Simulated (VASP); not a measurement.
# Si (a cell with a defect) in VASP: relaxation of the atoms with PBE

Aim: the relaxation of the atoms of Si (a cell with a defect) with PBE.

Everything below comes from runs of VASP 6.6.1. Logs are shortened: lines on timing, memory, paths and dates and some standing lists are left out, and cuts for length are marked.

## (1) The cell of the first run

The cell holds a defect, 17 atoms: a = 7.679 Å, b = 7.679 Å, c = 7.679 Å, α = 60.00°, β = 60.00°, γ = 60.00°.

## (2) Relaxation of the atoms, PBE

The input, INCAR:

```
PREC     = Accurate       # precision mode
ENCUT    = 520            # plane-wave cutoff, eV
EDIFF    = 1E-6           # SCF threshold, eV
ISMEAR   = -1             # smearing method
SIGMA    = 0.02           # smearing width, eV
LREAL    = Auto         
LASPH    = T              # aspherical terms in the spheres
NELM     = 100            # most SCF steps
ALGO     = Normal         # electronic algorithm
ISIF     = 2              # what is computed and relaxed
LWAVE    = F              # write WAVECAR
LCHARG   = F              # write CHGCAR
GGA      = PE             # functional
IBRION   = 2              # ionic algorithm
NSW      = 45             # ionic steps
EDIFFG   = -0.08          # ionic threshold
```

The input, KPOINTS:

```
regular mesh
0
Gamma
  2 2 2
```

The input, POSCAR:

```
Si
1.0
    0.0000000000      5.4300000000      5.4300000000
    5.4300000000      0.0000000000      5.4300000000
    5.4300000000      5.4300000000      0.0000000000
Si
17
Direct
    0.0000000000      0.0000000000      0.0000000000
    0.1250000000      0.1250000000      0.1250000000
    0.0000000000      0.0000000000      0.5000000000
    0.1250000000      0.1250000000      0.6250000000
    0.0000000000      0.5000000000      0.0000000000
    0.1250000000      0.6250000000      0.1250000000
    0.0000000000      0.5000000000      0.5000000000
    0.1250000000      0.6250000000      0.6250000000
    0.5000000000      0.0000000000      0.0000000000
    0.6250000000      0.1250000000      0.1250000000
    0.5000000000      0.0000000000      0.5000000000
    0.6250000000      0.1250000000      0.6250000000
    0.5000000000      0.5000000000      0.0000000000
    0.6250000000      0.6250000000      0.1250000000
    0.5000000000      0.5000000000      0.5000000000
    0.6250000000      0.6250000000      0.6250000000
    0.0718857000      0.7981819000      0.3144013000
```

Potentials or basis: VASP PAW PBE potentials, release 64 (Si).

Started as:

```console
cat potpaw_PBE.64/Si/POTCAR > POTCAR
mpirun -np 1 vasp_std > vasp.out
```

OUTCAR:

```text
PREC = Accurate
   ENCUT = 520
   EDIFF = 1E-6
   ISMEAR = -1
   LREAL = Auto
   LASPH = T
   NELM = 100
   ISIF = 2
   GGA = PE
   IBRION = 2
   NSW = 45
   EDIFFG = -0.08

 ion  position               nearest neighbor table
   1  0.000  0.000  0.000-  17 2.30   4 2.35   6 2.35  10 2.35   2 2.35
   2  0.125  0.125  0.125-  17 2.32   3 2.35   5 2.35   9 2.35   1 2.35
   3  0.000  0.000  0.500-  17 2.30   4 2.35   8 2.35  12 2.35   2 2.35
   4  0.125  0.125  0.625-   1 2.35   3 2.35   7 2.35  11 2.35
   5  0.000  0.500  0.000-   2 2.35   6 2.35   8 2.35  14 2.35
   6  0.125  0.625  0.125-  17 2.20   5 2.35   7 2.35  13 2.35   1 2.35
   7  0.000  0.500  0.500-  17 2.19   6 2.35   8 2.35  16 2.35   4 2.35
   8  0.125  0.625  0.625-  17 2.21   5 2.35   7 2.35  15 2.35   3 2.35
   9  0.500  0.000  0.000-   2 2.35  10 2.35  12 2.35  14 2.35
  10  0.625  0.125  0.125-   1 2.35   9 2.35  11 2.35  13 2.35
  11  0.500  0.000  0.500-   4 2.35  10 2.35  12 2.35  16 2.35
  12  0.625  0.125  0.625-   3 2.35   9 2.35  11 2.35  15 2.35
  13  0.500  0.500  0.000-   6 2.35  10 2.35  14 2.35  16 2.35
  14  0.625  0.625  0.125-   5 2.35   9 2.35  13 2.35  15 2.35
  15  0.500  0.500  0.500-   8 2.35  12 2.35  14 2.35  16 2.35
  16  0.625  0.625  0.625-   7 2.35  11 2.35  13 2.35  15 2.35
  17  0.072  0.798  0.314-   7 2.19   6 2.20   8 2.21   1 2.30   3 2.30   2 2.32

  LATTYP: Found a face centered cubic cell.
 ALAT       =    10.8600000000

  Lattice vectors:

 A1 = (   0.0000000000,   5.4300000000,   5.4300000000)
 A2 = (   5.4300000000,   0.0000000000,   5.4300000000)
 A3 = (   5.4300000000,   5.4300000000,   0.0000000000)

Analysis of symmetry for initial positions (statically):
=====================================================================
 Subroutine PRICEL returns:
 Original cell was already a primitive cell.

 Routine SETGRP: Setting up the symmetry group for a
 face centered cubic supercell.

 Subroutine GETGRP returns: Found  1 space group operations
 (whereof  1 operations were pure point group operations)
 out of a pool of 48 trial point group operations.

The static configuration has the point symmetry C_1 .

Analysis of symmetry for dynamics (positions and initial velocities):
=====================================================================
 Subroutine PRICEL returns:
 Original cell was already a primitive cell.

 Routine SETGRP: Setting up the symmetry group for a
 face centered cubic supercell.

 Subroutine GETGRP returns: Found  1 space group operations
 (whereof  1 operations were pure point group operations)
 out of a pool of 48 trial point group operations.

[... 116 lines left out ...]
   NSW    =     45    number of steps for IOM
   IBRION =      2    ionic relax: 0-MD 1-quasi-New 2-CG
   NFREE  =      1    steps in history (QN), initial steepest desc. (CG)
   ISIF   =      2    stress and relaxation
   ISYM   =      2    0-nonsym 1-usesym 2-fastsym
   POTIM  = 0.5000    time-step for ionic-motion
   TEBEG  =    0.0;   TEEND  =   0.0 temperature during run
   PSTRESS=    0.0 pullay stress
   NELECT =      68.0000    total number of electrons
   NUPDOWN=      -1.0000    fix difference up-down
   EMIN   =  10.00;   EMAX   =-10.00  energy-range for DOS
   EFERMI =   0.00;   METHOD = LEGACY
   ISMEAR =    -1;   SIGMA  =   0.02  broadening in eV -4-tet -1-fermi 0-gaus
   EFERMI_NEDOS =   21; number of points for ismear=-14 and -15
   IALGO  =     38    algorithm
   IMIX   =      4    mixing-type and parameters
     AMIX     =   0.40;   BMIX     =  1.00
     AMIX_MAG =   1.60;   BMIX_MAG =  1.00
  volume/ion in A,a.u.               =      18.84       127.11
  Fermi-wavevector in a.u.,A,eV,Ry     =   0.976715  1.845724 12.979587  0.953973
  Thomas-Fermi vector in A             =   2.107356
   LORBIT       =      0    0 simple, 1 ext, 2 COOP (PROOUT), +10 PAW based schemes
   GGA     = PE    functional components
   LHFCALC =     F    Hartree Fock is set to
   AEXX    =    0.0000 exact exchange contribution
   IVDW    =     0    specifies the selected vdW correction
   LEPSILON=     F    determine dielectric tensor
   LRPA    =     F    only Hartree local field effects (RPA)
 conjugate gradient relaxation of ions
 non-spin polarized calculation
  energy-cutoff  :      520.00
  volume of cell :      320.21
 maximum number of plane-waves:      8646
 NGX is ok and might be reduce to    60
   NGX = 29   NGY = 29   NGZ = 29

--------------------------------------- Ionic step        1  -------------------------------------------

 number of electron      68.0000003 magnetization

 Free energy of the ion-electron system (eV)
  ---------------------------------------------------
  ext. energy  EPLUGINS =         0.00000000
  ---------------------------------------------------
  free energy    TOTEN  =       -86.67372809 eV

  energy without entropy =      -86.66306393  energy(sigma->0) =      -86.66839601

------------------------ aborting loop because EDIFF is reached ----------------------------------------

  FORCE on cell =-STRESS in cart. coord.  units (eV):
  Direction    XX          YY          ZZ          XY          YZ          ZX
  --------------------------------------------------------------------------------------
  -------------------------------------------------------------------------------------
  Total       15.1771608     15.1704974     15.5166069      4.3160657     -4.2668115      4.2629167
  in kB       75.9401818     75.9068410     77.6386287     21.5957926    -21.3493448     21.3298569
  external PRESSURE =      76.4952172 kB  Pullay stress =       0.0000000 kB
[... 134 lines left out ...]
  FREE ENERGIE OF THE ION-ELECTRON SYSTEM (eV)
  ---------------------------------------------------
  free  energy   TOTEN  =       -87.3910801364 eV

  energy  without entropy=      -87.3840447788  energy(sigma->0) =      -87.38756246

[... ionic steps 4 to 16 ...]

--------------------------------------- Ionic step       17  -------------------------------------------

 number of electron      68.0000000 magnetization

------------------------ aborting loop because EDIFF is reached ----------------------------------------
[... 97 lines left out ...]
--------------------------------------- Ionic step       19  -------------------------------------------

 number of electron      68.0000000 magnetization

 Free energy of the ion-electron system (eV)
  ---------------------------------------------------
  ext. energy  EPLUGINS =         0.00000000
  ---------------------------------------------------
  free energy    TOTEN  =       -87.68380518 eV

  energy without entropy =      -87.67442110  energy(sigma->0) =      -87.67911314

 E-fermi :   6.7301     XC(G=0):  -9.6897

 val. band max:        6.5059223353   @ k =   0.5000   0.0000   0.5000
 cond. band min:       6.7355677937   @ k =   0.5000   0.0000   0.0000
 fundamental gap:      0.2296454584
 Fermi energy:         6.7301488938

 k-point     1 :       0.0000    0.0000    0.0000
  band No.  band energies     occupation
      1      -6.2204      2.00000
      2      -3.9036      2.00000
      3      -3.6342      2.00000
      4      -3.6312      2.00000
      5      -3.3957      2.00000
      6      -2.5374      2.00000
[... 401 lines left out ...]
  FREE ENERGIE OF THE ION-ELECTRON SYSTEM (eV)
  ---------------------------------------------------
  free  energy   TOTEN  =       -87.6838051848 eV

  energy  without entropy=      -87.6744211034  energy(sigma->0) =      -87.67911314

 reached required accuracy - stopping structural energy minimisation
```

OSZICAR:

```text
N       E                     dE             d eps       ncg     rms          rms(c)
DAV:   1     0.192527761573E+03    0.19253E+03   -0.26837E+04   688   0.132E+03
DAV:   2    -0.707752497270E+02   -0.26330E+03   -0.25361E+03   830   0.190E+02
DAV:   3    -0.883140173398E+02   -0.17539E+02   -0.17169E+02   880   0.434E+01
[... 152 lines left out ...]
DAV:   1    -0.876837877289E+02   -0.10071E-02   -0.29228E-02   706   0.638E-01    0.840E-02
DAV:   2    -0.876838192394E+02   -0.31511E-04   -0.18158E-03   832   0.173E-01    0.307E-02
DAV:   3    -0.876838086214E+02    0.10618E-04   -0.10715E-04   797   0.418E-02    0.196E-02
DAV:   4    -0.876838049770E+02    0.36444E-05   -0.24740E-05   808   0.177E-02    0.803E-03
DAV:   5    -0.876838051848E+02   -0.20772E-06   -0.34978E-06   607   0.717E-03
  19 F= -.87683805E+02 E0= -.87679113E+02  d E =-.102386E-02
```

CONTCAR:

```text
Si
   1.00000000000000
     0.0000000000000000    5.4299999999999997    5.4299999999999997
     5.4299999999999997    0.0000000000000000    5.4299999999999997
     5.4299999999999997    5.4299999999999997    0.0000000000000000
  Si
    17
Direct
     0.0060170973154605    0.0071975012468800    0.9780218286008081
     0.1210822658786472    0.1505127101218122    0.1141579373607290
     0.0060153522271190    0.0071875529035087    0.5087111271120344
     0.1719099418945331    0.1084782117164212    0.6097703420214063
     0.9467889077801108    0.5168999758784908    0.0180926568212158
     0.1208633172093262    0.6132564556798932    0.1143155007007192
[... 9 lines left out ...]
     0.6346922157964103    0.6136829720442294    0.6257840885491825
     0.0727734672573317    0.8088099348660034    0.3091894284786813

  0.00000000E+00  0.00000000E+00  0.00000000E+00
  0.00000000E+00  0.00000000E+00  0.00000000E+00
  0.00000000E+00  0.00000000E+00  0.00000000E+00
  0.00000000E+00  0.00000000E+00  0.00000000E+00
  0.00000000E+00  0.00000000E+00  0.00000000E+00
  0.00000000E+00  0.00000000E+00  0.00000000E+00
[... 9 lines left out ...]
  0.00000000E+00  0.00000000E+00  0.00000000E+00
  0.00000000E+00  0.00000000E+00  0.00000000E+00
```

It took 57 min on 1 thread of Oxide Virtual Turin-like, shared host; peak memory 0.5 GiB.

Results:

* Free energy: -87.6838 eV
* Energy gained by relaxing: 59.4 meV/atom
* Ionic steps: 19
* Pressure after relaxing: 4.9 GPa
* Largest force after relaxing: 0.041 eV/Å
* Band gap on the k mesh: 0.01 eV

Forces in eV/Å, atoms in the order of the input:
```
Si  -0.001  0.002  0.013
Si   0.005 -0.004 -0.016
Si  -0.003  0.001  0.013
Si  -0.006  0.006  0.022
Si   0.012 -0.010  0.000
Si   0.007 -0.005 -0.009
Si  -0.006  0.005 -0.006
Si   0.006 -0.007 -0.008
Si   0.015 -0.015  0.006
Si  -0.005 -0.017  0.009
Si  -0.004  0.004 -0.003
Si   0.017  0.005  0.009
Si  -0.011 -0.016 -0.013
Si   0.000  0.000 -0.001
Si   0.015  0.011 -0.012
Si  -0.012  0.012 -0.014
Si  -0.029  0.027  0.011
```

Step by step:
```tsv
step	energy change (eV)	largest force (eV/Å)	pressure (GPa)
1	0.0000	2.8772	7.65
2	-0.7125	0.8857	6.29
3	-0.7174	0.7569	6.32
4	-0.8115	0.4459	6.12
5	-0.8126	0.4461	6.10
6	-0.8464	0.3148	6.03
7	-0.8555	0.2617	5.98
8	-0.8843	0.2152	5.91
9	-0.9354	0.3936	5.68
10	-0.9420	0.5116	5.56
11	-0.9590	0.4483	5.47
12	-0.9926	0.2787	5.22
13	-0.9839	0.3560	4.67
14	-1.0010	0.1897	4.99
15	-1.0052	0.0983	4.95
16	-1.0064	0.1130	4.91
17	-1.0075	0.0864	4.91
18	-1.0091	0.0813	4.88
19	-1.0101	0.0409	4.87
```

Final structure:
```xyz
17
Lattice="0.0000 5.4300 5.4300 5.4300 0.0000 5.4300 5.4300 5.4300 0.0000" Properties=species:S:1:pos:R:3 pbc="T T T"
Si    5.3497    5.3433    0.0718
Si    1.4372    1.2774    1.4748
Si    2.8013    2.7950    0.0717
Si    3.9001    4.2445    1.5225
Si    2.9050    5.2393    7.9478
Si    3.9507    1.2770    3.9863
Si    5.3504    2.7943    2.6250
Si    6.8674    4.1940    3.9863
Si    5.4807    8.0940    2.7408
Si    1.3007    4.0679    4.1243
Si    7.9696    5.6052    8.3156
Si    4.0768    6.8440    4.1243
Si    8.1148    8.0935    5.3738
Si    4.2748    3.8698    6.5800
Si    5.4812    5.4599    5.3739
Si    6.7303    6.8444    6.7787
Si    6.0707    2.0741    4.7870
```

Levels at points of the mesh, in eV from the valence-band top:
```tsv
k point	band 30	band 31	band 32	band 33	band 34	band 35	band 36	band 37	band 38	band 39
(0.00, 0.00, 0.00)	-1.45	-1.39	-0.66	-0.66	-0.48	0.01	0.01	0.29	0.30	0.85
(0.50, 0.00, 0.00)	-1.40	-1.39	-1.25	-1.25	0.00	0.48	0.49	1.23	1.23	1.28
(0.00, 0.50, 0.00)	-1.40	-1.36	-1.34	-0.83	-0.29	0.31	0.66	0.98	1.14	1.38
(0.00, 0.00, 0.50)	-1.40	-1.36	-1.33	-0.83	-0.29	0.31	0.66	0.97	1.14	1.38
(0.50, 0.50, 0.50)	-1.40	-1.36	-1.33	-0.83	-0.29	0.31	0.66	0.97	1.14	1.38
(0.50, 0.50, 0.00)	-1.87	-1.85	-1.70	-0.40	-0.23	0.56	1.44	1.53	1.65	2.04
(0.00, 0.50, 0.50)	-1.87	-1.85	-1.70	-0.40	-0.23	0.56	1.44	1.53	1.65	2.04
(0.50, 0.00, 0.50)	-1.87	-1.86	-1.70	-0.40	-0.23	0.56	1.44	1.53	1.65	2.04
```

Caveat: the k points lie up to 0.50 Å⁻¹ apart; the smearing spreads over this small gap; the relaxation stopped at a loose force limit of 0.08 eV/Å, so its end isn't a converged minimum.

The gap in the log of VASP goes by the Fermi energy; the results here count the filled bands.